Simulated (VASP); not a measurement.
Write the native input for VASP 6.6.1 that does the following.

```yaml
Task: single point
Functional: PBEsol
Potentials_or_basis: VASP PAW PBE potentials, release 64 (Fe, Pt)
Cutoff: 520 eV
k_mesh: 8 × 8 × 6
Occupations: fermi-dirac, width 0.1 eV
Spin: collinear spin, ferromagnetic start
Starting_moments: "[3.5, 0.0] μB"
Dipole_correction: no
Further_INCAR_settings: ALGO = Normal; EDIFF = 1e-06; NBANDS = 20
```

The structure of FePt lies in POSCAR:

```
FePt
1.0
    2.7504671003      0.0000000000      0.0000000000
    0.0000000000      2.7504671003      0.0000000000
    0.0000000000      0.0000000000      3.7568340787
Fe Pt
1 1
Direct
    0.0000000000      0.0000000000      0.0000000000
    0.5000000000      0.5000000000      0.5000000000
```

These files were run (other wordings do the same):

INCAR

```
SYSTEM = FePt
PREC = Accurate
ENCUT = 520
EDIFF = 1E-6
ISMEAR = -1
SIGMA = 0.1
LREAL = .FALSE.
LASPH = .TRUE.
NELM = 150
ALGO = Normal
ISIF = 2
LWAVE = .FALSE.
LCHARG = .FALSE.
ISPIN = 2
MAGMOM = 3.5 0
LORBIT = 11
LMAXMIX = 4
GGA = PS
NBANDS = 20
```

KPOINTS

```
Automatic mesh
0
G
  8 8 6
  0 0 0
```

Potentials or basis: VASP PAW PBE potentials, release 64 (Fe, Pt).

Launch:

```bash
$ cat potpaw_PBE.64/Fe/POTCAR potpaw_PBE.64/Pt/POTCAR > POTCAR
$ mpirun -np 1 vasp_std > vasp.out
```

It gave:

```
Pressure                                              : -11.6 GPa
Net moment                                            : 3.37 μB per cell
Site moments                                          : Fe +2.98; Pt +0.35 μB
Valence electrons inside the program's atomic spheres : Fe 6.93; Pt 9.35
```

Caveat: the cell stands under tension; the PAW data sets were made with another functional, which shifts forces and pressure a little.

Wall time 100 s on 1 thread of Intel Xeon 8259CL, with other jobs on the host, peak memory 0.18 GiB.
